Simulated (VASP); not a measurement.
Wanted: the native input for a VASP 6.6.1 run.

```yaml
Task: single point
Functional: PBE
Potentials_or_basis: VASP PAW PBE potentials, release 64 (Mg_sv, O)
Cutoff: 840 eV
k_mesh: 10 × 10 × 10
Occupations: gaussian, width 0.05 eV
Spin: no spin polarisation
Dipole_correction: no
Further_INCAR_settings: ALGO = Normal; EDIFF = 1e-06; NBANDS = 15
```

The structure of MgO lies in POSCAR:

```
MgO
1.0
    0.0000000000      2.1448745921      2.1448745921
    2.1448745921      0.0000000000      2.1448745921
    2.1448745921      2.1448745921      0.0000000000
Mg O
1 1
Direct
    0.0000000000      0.0000000000      0.0000000000
    0.5000000000      0.5000000000      0.5000000000
```

The input as run:

INCAR

```
SYSTEM = MgO
PREC = Accurate
ENCUT = 840
EDIFF = 1E-6
ISMEAR = 0
SIGMA = 0.05
LREAL = .False.
LASPH = .True.
NELM = 120
ALGO = Normal
ISIF = 2
LWAVE = .False.
LCHARG = .False.
GGA = PE
NBANDS = 15
GGA_COMPAT = .False.
```

KPOINTS

```
regular mesh
0
Gamma
  10 10 10
  0 0 0
```

Potentials or basis: VASP PAW PBE potentials, release 64 (Mg_sv, O).

Launch:

```sh
$ cat potpaw_PBE.64/Mg_sv/POTCAR potpaw_PBE.64/O/POTCAR > POTCAR
$ mpirun -np 1 vasp_std > vasp.out
```

Results of the run:

* Pressure: -3.6 GPa
* Band gap on the k mesh: 4.23 eV

Caveat: the cell stands under tension.

Run time: 20 s on 1 thread of AMD EPYC 7R13 Processor (Zen 3) (shared host), peak memory 0.15 GiB.
